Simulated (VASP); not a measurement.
# Br (Im-3m) in VASP: a series of runs

The runs below take Br through single point, with r2SCAN.

Program: VASP 6.6.1. These are calculated values, not measurements. Logs are shortened: lines on timing, memory, paths and dates and some standing lists are left out, and cuts for length are marked.

### 1 The cell of the first run

It takes space group Im-3m (No. 229, cubic). The conventional cell has a = 3.411 Å, b = 3.411 Å, c = 3.411 Å, α = 90.00°, β = 90.00°, γ = 90.00°. Within 3.9 Å of Br (site symmetry m-3m) lie 14 Br at 2.95 to 3.41 Å.

### 2 Single point, r2SCAN

Contents of POSCAR:

```
Br
1.0
    1.7052586512      1.7052586512      1.7052586512
   -1.7052586512      1.7052586512      1.7052586512
   -1.7052586512     -1.7052586512      1.7052586512
Br
1
Direct
    0.0000000000      0.0000000000      0.0000000000
```

Contents of INCAR.step1:

```
ALGO = Normal
EDIFF = 1E-4
ENCUT = 520
GGA = PE
ISMEAR = -1
LASPH = True
LCHARG = False
LREAL = False
LWAVE = True
NBANDS = 10
NELM = 80
PREC = Accurate
SIGMA = 0.02
```

Contents of INCAR.step2:

```
ALGO = Normal
EDIFF = 1E-7
ENCUT = 520
ISIF = 2
ISMEAR = -1
ISTART = 1
LASPH = True
LCHARG = True
LELF = True
LMIXTAU = True
LREAL = False
LVHAR = True
LWAVE = False
METAGGA = R2SCAN
NBANDS = 10
NELM = 80
PREC = Accurate
SIGMA = 0.02
```

Contents of KPOINTS:

```
k-points
0
Gamma
  8 8 8
```

Potentials or basis: VASP PAW PBE potentials, release 64 (Br).

The run is started by

```sh
cat potpaw_PBE.64/Br/POTCAR > POTCAR
cp INCAR.step1 INCAR
mpirun -np 1 vasp_std > vasp.out
cp INCAR.step2 INCAR
mpirun -np 1 vasp_std > vasp.out
```

OUTCAR:

```text
EDIFF = 1E-7
   ENCUT = 520
   ISIF = 2
   ISMEAR = -1
   ISTART = 1
   LASPH = True
   LREAL = False
   METAGGA = R2SCAN
   NELM = 80
   PREC = Accurate

 ion  position               nearest neighbor table
   1  0.000  0.000  0.000-

  LATTYP: Found a body centered cubic cell.
 ALAT       =     3.4105173024

  Lattice vectors:

 A1 = (   1.7052586512,  -1.7052586512,  -1.7052586512)
 A2 = (   1.7052586512,   1.7052586512,   1.7052586512)
 A3 = (  -1.7052586512,  -1.7052586512,   1.7052586512)

Analysis of symmetry for initial positions (statically):
=====================================================================
 Subroutine PRICEL returns:
 Original cell was already a primitive cell.

 Routine SETGRP: Setting up the symmetry group for a
 body centered cubic supercell.

 Subroutine GETGRP returns: Found 48 space group operations
 (whereof 48 operations were pure point group operations)
 out of a pool of 48 trial point group operations.

The static configuration has the point symmetry O_h .

Analysis of symmetry for dynamics (positions and initial velocities):
=====================================================================
 Subroutine PRICEL returns:
 Original cell was already a primitive cell.

 Routine SETGRP: Setting up the symmetry group for a
 body centered cubic supercell.

 Subroutine GETGRP returns: Found 48 space group operations
 (whereof 48 operations were pure point group operations)
 out of a pool of 48 trial point group operations.

The dynamic configuration has the point symmetry O_h .

 Subroutine INISYM returns: Found 48 space group operations
 (whereof 48 operations are pure point group operations),
 and found     1 'primitive' translations

----------------------------------------------------------------------------------------

                                     Primitive cell

  volume of cell :      19.8349

  direct lattice vectors                    reciprocal lattice vectors
     1.705258651  1.705258651  1.705258651     0.293210651  0.000000000  0.293210651
    -1.705258651  1.705258651  1.705258651    -0.293210651  0.293210651  0.000000000
    -1.705258651 -1.705258651  1.705258651     0.000000000 -0.293210651  0.293210651

  length of vectors
     2.953594624  2.953594624  2.953594624     0.414662480  0.414662480  0.414662480

  position of ions in fractional coordinates (direct lattice)
     0.000000000  0.000000000  0.000000000

  ion indices of the primitive-cell ions
   primitive index   ion index
                 1           1

----------------------------------------------------------------------------------------

 KPOINTS: k-points

Automatic generation of k-mesh.
 Grid dimensions read from file:
 generate k-points for:    8    8    8

 Generating k-lattice:

  Cartesian coordinates                     Fractional coordinates (reciprocal lattice)
     0.036651331  0.000000000  0.036651331     0.125000000  0.000000000  0.000000000
    -0.036651331  0.036651331  0.000000000     0.000000000  0.125000000  0.000000000
     0.000000000 -0.036651331  0.036651331     0.000000000  0.000000000  0.125000000

  Length of vectors
     0.051832810  0.051832810  0.051832810

  Shift w.r.t. Gamma in fractional coordinates (k-lattice)
     0.000000000  0.000000000  0.000000000

 Subroutine IBZKPT returns following result:
 ===========================================

 Found     29 irreducible k-points:

 Following reciprocal coordinates:
            Coordinates               Weight
  0.000000  0.000000  0.000000      1.000000
  0.125000  0.000000  0.000000     12.000000
  0.250000  0.000000  0.000000     12.000000
  0.375000  0.000000  0.000000     12.000000
  0.500000  0.000000  0.000000      6.000000
  0.250000  0.125000  0.000000     24.000000
[... 16 lines left out ...]
  0.375000  0.250000  0.250000     24.000000
  0.500000  0.250000  0.250000     12.000000
 [... further k-points ...]
   k-points           NKPTS =     29   k-points in BZ     NKDIM =     29   number of bands    NBANDS=     10
   number of dos      NEDOS =    301   number of ions     NIONS =      1
   total plane-waves  NPLWV =  13824
   dimension x,y,z NGX =    24 NGY =   24 NGZ =   24
   dimension x,y,z NGXF=    48 NGYF=   48 NGZF=   48
   ions per type =               1
   NGX,Y,Z   is equivalent  to a cutoff of  13.51, 13.51, 13.51 a.u.
   NGXF,Y,Z  is equivalent  to a cutoff of  27.02, 27.02, 27.02 a.u.
 SYSTEM =  unknown system
   PREC   = accura    normal or accurate (medium, high low for compatibility)
   ISTART =      1    job   : 0-new  1-cont  2-samecut
   ICHARG =      0    charge: 1-file 2-atom 10-const
   ISPIN  =      1    spin polarized calculation?
   LNONCOLLINEAR =      F non collinear calculations
   LSORBIT =      F    spin-orbit coupling
   LASPH  =      T    aspherical Exc in radial PAW
   ENCUT  =  520.0 eV  38.22 Ry    6.18 a.u.   5.49  5.49  5.49*2*pi/ulx,y,z
   NELM   =     80;   NELMIN=  2; NELMDL=  0     # of ELM steps
   EDIFF  = 0.1E-06   stopping-criterion for ELM
   LREAL  =      F    real-space projection
   EDIFFG = 0.1E-05   stopping-criterion for IOM
   NSW    =      0    number of steps for IOM
   IBRION =     -1    ionic relax: 0-MD 1-quasi-New 2-CG
   NFREE  =      0    steps in history (QN), initial steepest desc. (CG)
   ISIF   =      2    stress and relaxation
   ISYM   =      2    0-nonsym 1-usesym 2-fastsym
   POTIM  = 0.5000    time-step for ionic-motion
   TEBEG  =    0.0;   TEEND  =   0.0 temperature during run
   PSTRESS=    0.0 pullay stress
   NELECT =       7.0000    total number of electrons
   NUPDOWN=      -1.0000    fix difference up-down
   EMIN   =  10.00;   EMAX   =-10.00  energy-range for DOS
   EFERMI =   0.00;   METHOD = LEGACY
   ISMEAR =    -1;   SIGMA  =   0.02  broadening in eV -4-tet -1-fermi 0-gaus
   EFERMI_NEDOS =   21; number of points for ismear=-14 and -15
   IALGO  =     38    algorithm
   IMIX   =      4    mixing-type and parameters
     AMIX     =   0.40;   BMIX     =  1.00
     AMIX_MAG =   1.60;   BMIX_MAG =  1.00
  volume/ion in A,a.u.               =      19.83       133.85
  Fermi-wavevector in a.u.,A,eV,Ry     =   1.156904  2.186231 18.210397  1.338426
  Thomas-Fermi vector in A             =   2.293520
   LORBIT       =      0    0 simple, 1 ext, 2 COOP (PROOUT), +10 PAW based schemes
   METAGGA = R2SCAN    functional components
   LHFCALC =     F    Hartree Fock is set to
   AEXX    =    0.0000 exact exchange contribution
   IVDW    =     0    specifies the selected vdW correction
   LEPSILON=     F    determine dielectric tensor
   LRPA    =     F    only Hartree local field effects (RPA)
 non-spin polarized calculation
  energy-cutoff  :      520.00
  volume of cell :       19.83
 maximum number of plane-waves:       555
 NGX is ok and might be reduce to    24
   NGX = 11   NGY = 11   NGZ = 11

 number of electron       6.9999998 magnetization

 Free energy of the ion-electron system (eV)
  ---------------------------------------------------
  ext. energy  EPLUGINS =         0.00000000
  ---------------------------------------------------
  free energy    TOTEN  =       -12.28014330 eV

  energy without entropy =      -12.27858086  energy(sigma->0) =      -12.27936208

 E-fermi :   4.8163     XC(G=0): -11.2194

 val. band max:        4.7274733029   @ k =  -0.3750   0.2500   0.0000
 cond. band min:       4.8469572079   @ k =   0.2500   0.1250   0.1250
 fundamental gap:      0.1194839050
 Fermi energy:         4.8162632294

 k-point     1 :       0.0000    0.0000    0.0000
  band No.  band energies     occupation
      1     -13.4333      2.00000
      2       6.2135      0.00000
      3       6.2135      0.00000
      4       6.2135      0.00000
      5      16.1317      0.00000
      6      18.2850      0.00000
      7      18.2850      0.00000
      8      18.2850      0.00000
      9      21.6807      0.00000
     10      21.6807      0.00000

 k-point     2 :       0.1250    0.0000    0.0000
  band No.  band energies     occupation
      1     -13.1325      2.00000
      2       4.6474      1.99957
      3       5.7117      0.00000
      4       6.1355      0.00000
      5      16.5890      0.00000
      6      17.3012      0.00000
      7      18.4504      0.00000
      8      19.5463      0.00000
      9      20.5813      0.00000
     10      21.2043      0.00000

 k-point     3 :       0.2500    0.0000    0.0000
  band No.  band energies     occupation
      1     -12.2922      2.00000
      2       1.6435      2.00000
      3       4.7217      1.98250
      4       5.9407      0.00000
      5      14.7076      0.00000
      6      15.7896      0.00000
      7      20.4009      0.00000
      8      21.2155      0.00000
      9      22.5804      0.00000
     10      22.7954      0.00000

 k-point     4 :       0.3750    0.0000    0.0000
  band No.  band energies     occupation
      1     -11.1847      2.00000
      2      -1.0666      2.00000
      3       3.9249      2.00000
      4       5.7390      0.00000
      5      13.2391      0.00000
      6      14.7485      0.00000
      7      22.2045      0.00000
      8      22.3439      0.00000
      9      25.3852      0.00000
     10      27.2477      0.00000
[... 222 lines left out ...]
 k-point    22 :       0.2500    0.2500    0.2500
  band No.  band energies     occupation
      1     -11.2420      2.00000
      2       1.5025      2.00000
      3       3.0832      2.00000
      4       3.0832      2.00000
      5      13.5213      0.00000
      6      18.7735      0.00000
      7      19.8290      0.00000
      8      19.8290      0.00000
      9      21.3515      0.00000
     10      25.7372      0.00000

 k-point    23 :       0.3750    0.2500    0.2500
  band No.  band energies     occupation
      1     -10.2586      2.00000
      2      -0.1390      2.00000
      3       2.2366      2.00000
      4       2.8232      2.00000
      5      12.7310      0.00000
      6      16.5278      0.00000
      7      19.4968      0.00000
      8      20.5604      0.00000
      9      25.3443      0.00000
     10      27.2448      0.00000

 k-point    24 :       0.5000    0.2500    0.2500
  band No.  band energies     occupation
      1      -9.7420      2.00000
      2      -1.0460      2.00000
      3       1.9294      2.00000
      4       2.8666      2.00000
      5      12.9869      0.00000
      6      15.1325      0.00000
      7      19.1923      0.00000
      8      20.3319      0.00000
      9      29.6004      0.00000
     10      30.7452      0.00000

 [... further k-points ...]
[... 5 lines left out ...]
  --------------------------------------------------------------------------------------
  -------------------------------------------------------------------------------------
  Total        2.4624244      2.4624244      2.4624244     -0.0000000     -0.0000000     -0.0000000
  in kB      198.9036346    198.9036346    198.9036346     -0.0000000     -0.0000000     -0.0000000
  external PRESSURE =     198.9036346 kB  Pullay stress =       0.0000000 kB

 VOLUME and BASIS-vectors are now :
 -----------------------------------------------------------------------------
  energy-cutoff  :      520.00
  volume of cell :       19.83
      direct lattice vectors                 reciprocal lattice vectors
     1.705258651  1.705258651  1.705258651     0.293210651  0.000000000  0.293210651
    -1.705258651  1.705258651  1.705258651    -0.293210651  0.293210651  0.000000000
    -1.705258651 -1.705258651  1.705258651     0.000000000 -0.293210651  0.293210651

 POSITION                                       TOTAL-FORCE (eV/Angst)
 -----------------------------------------------------------------------------------
      0.00000      0.00000      0.00000         0.000000      0.000000      0.000000
 -----------------------------------------------------------------------------------
    total drift:                               -0.000000     -0.000000      0.000000

  FREE ENERGIE OF THE ION-ELECTRON SYSTEM (eV)
  ---------------------------------------------------
  free  energy   TOTEN  =       -12.2801433011 eV

  energy  without entropy=      -12.2785808611  energy(sigma->0) =      -12.27936208
```

Wall time 26 s (1 thread of Intel Xeon Platinum 8488C (Sapphire Rapids), shared host); peak memory 0.14 GiB.

What came out:

```yaml
Free_energy: -12.2801 eV
Pressure: 19.9 GPa
```

Levels at points of the mesh, in eV from the Fermi level:
```tsv
k point	band 2	band 3	band 4	band 5	band 6	band 7
(0.00, 0.00, 0.00)	1.40	1.40	1.40	11.32	13.47	13.47
(0.50, 0.00, 0.00)	-7.06	-1.18	0.84	7.92	9.57	18.92
(0.50, 0.50, 0.50)	-4.07	-4.07	-4.07	5.51	5.51	23.72
```

Caveat: the PAW data sets were made with another functional, which shifts forces and pressure a little; an odd number of electrons without spin polarisation forces a metal; a magnetic or distorted state may lie lower.

(Part 1 of 2 ends here.)
